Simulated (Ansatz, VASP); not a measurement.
## Two plane-wave programs on Si4C

```
Si C
1.0
    -3.81000    3.81000    2.41000
     3.81000   -3.81000    2.41000
     3.81000    3.81000   -2.41000
Si C
8 2
Direct
  0.40000 0.80000 0.20000
  0.20000 0.40000 0.60000
  0.15000 0.05000 0.70000
  0.60000 0.20000 0.80000
  0.55000 0.85000 0.90000
  0.80000 0.60000 0.40000
  0.35000 0.45000 0.30000
  0.95000 0.65000 0.10000
  0.75000 0.25000 0.50000
  0.00000 0.00000 0.00000
```

Alike in both runs: task relaxation of cell and atoms; functional PBE; k mesh 4 × 4 × 4; occupations gaussian, width 0.2 eV; no spin polarisation.

|  | VASP | Ansatz |
| --- | --- | --- |
| version | VASP 6.6.1 | Ansatz 0.2.0 |
| potentials or method | VASP PAW PBE potentials, release 64 (Si, C), cutoff 600 eV | scalar-relativistic, plane waves, PAW |
| valence electrons in the cell | 40 | 40 |

VASP gave:

- gap on the k mesh at the Fermi level, each at its own relaxed structure (eV): 0.82
- relaxed volume (Å³/atom): 15.86
- relaxed cell length with the largest relative difference (Å): 6.153

Question: Which values does Ansatz return?

Answer: gap on the k mesh at the Fermi level, each at its own relaxed structure (eV): 0.82; relaxed volume (Å³/atom): 15.95; relaxed cell length with the largest relative difference (Å): 6.166.
